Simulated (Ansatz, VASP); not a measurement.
## MnS in VASP and in Ansatz

```
CELL_PARAMETERS angstrom
3.86762 0.00000 0.00000
-1.93381 3.34946 0.00000
0.00000 0.00000 6.17291
ATOMIC_POSITIONS crystal
Mn 0.33333 0.66667 0.00837
Mn 0.66667 0.33333 0.50837
S 0.33333 0.66667 0.37663
S 0.66667 0.33333 0.87663
```

Alike in both runs: functional PBEsol; k mesh 12 × 12 × 6; occupations gaussian, width 0.02 eV; collinear spin.

Ansatz relaxed the structure, and its values are those at the end. VASP's run is a single point on that final structure, the one shown.

|  | VASP | Ansatz |
| --- | --- | --- |
| version | VASP 6.6.1 | Ansatz 0.2.0 |
| potentials or method | VASP PAW PBE potentials, release 64 (Mn_pv, S), cutoff 520 eV | scalar-relativistic, plane waves, PAW |
| valence electrons in the cell | 38 | 42 |

|  | VASP | Ansatz | Ansatz less VASP |
| --- | --- | --- | --- |
| gap on the k mesh at the Fermi level (eV) | 0.53 | 0.53 | 0.000 |
| least direct gap on the mesh (eV) | 1.31 | 1.31 | +0.003 |
| pressure (GPa) | 0.1 | 0.0 | -0.12 |
| net moment per atom (μB) | 0.00 | 0.00 | 0.000 |
| size of the moment on the site where the two differ most (μB) | 4.00 | 3.74 | -0.251 |

VASP's potentials were made for PBE, not for PBEsol. Site moments also hang on the region over which each program counts them. VASP's potentials hold 38 valence electrons a cell and Ansatz's 42, so a difference there can come from the potentials and not from the codes.
